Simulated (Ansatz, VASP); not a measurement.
## One calculation of Li4GaGe2, two programs

```xyz
7
Lattice="4.6792 0.0000 0.0000 -2.3396 4.0523 0.0000 -2.3396 1.3508 6.4063" Properties=species:S:1:pos:R:3 pbc="T T T"
Ge    0.0000    2.7016    1.4148
Ge   -2.3396    4.0523    5.1209
Ga   -2.3396    4.0523    2.3908
Li    2.3396    1.3508    3.2544
Li    2.3396    1.3508    0.6522
Li    2.3396    1.3508    6.3429
Li    0.0000    2.7016    3.9911
```

Alike in both runs: task single point; functional PBE; k mesh 5 × 5 × 5; occupations gaussian, width 0.2982 eV; no spin polarisation.

|  | VASP | Ansatz |
| --- | --- | --- |
| version | VASP 6.6.1 | Ansatz 0.2.0 |
| potentials or method | VASP PAW PBE potentials, release 64 (Ge_d, Ga_d, Li_sv), cutoff 520 eV | PAW plane waves |
| valence electrons in the cell | 53 | 53 |

```csv
,VASP,Ansatz,Ansatz less VASP
gap on the k mesh at the Fermi level (eV),none,none,-
rms of the force components (eV/Å),0.333,0.331,-0.0014
```

Atom by atom the forces differ by 0.002 eV/Å (rms over components). A gap of «none» marks a metal or a gap that the smearing closes. Ansatz's warnings: structure snapped to symmetry.

Noted on VASP's run: the cutoff is under 1.25 times that of the potentials, so the pressure is a little rough.
